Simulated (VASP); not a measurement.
Crystal: Au.

```
Au
1.0
     2.65000    0.00000    0.00000
     0.00000    2.65000    0.00000
     0.00000    0.00000    2.65000
Au
1
Cartesian
  0.0000 0.0000 0.0000
```

- Program: VASP 6.6.1
- Task: relaxation of cell and atoms
- Functional: PBEsol
- Potentials or basis: VASP PAW PBE potentials, release 64 (Au)
- Cutoff: 600 eV
- k mesh: 8 × 8 × 8
- Occupations: fermi-dirac, width 0.05 eV
- Spin: no spin polarisation

At the start: pressure 7.3 GPa; volume 18.61 Å³/atom.

Question: How do energy, volume and symmetry change on relaxing?

Answer: Over 3 steps the energy falls by 23.1 meV/atom and the volume is 19.66 Å³/atom (+5.6 %); space group Pm-3m (No. 221, to 0.05 Å).

Step by step:
| step | energy change (eV) | largest force (eV/Å) | pressure (GPa) | volume (Å³) |
| --- | --- | --- | --- | --- |
| 1 | 0.0000 | 0.0000 | 7.34 | 18.61 |
| 2 | 0.0101 | 0.0000 | -7.32 | 21.00 |
| 3 | -0.0231 | 0.0000 | -0.06 | 19.66 |

Final structure:
```
Au
1.0
     2.69877    0.00000    0.00000
     0.00000    2.69877    0.00000
     0.00000    0.00000    2.69877
Au
1
Direct
  0.00000 0.00000 0.00000
```

Caveat: the PAW data sets were made with another functional, which shifts forces and pressure a little.
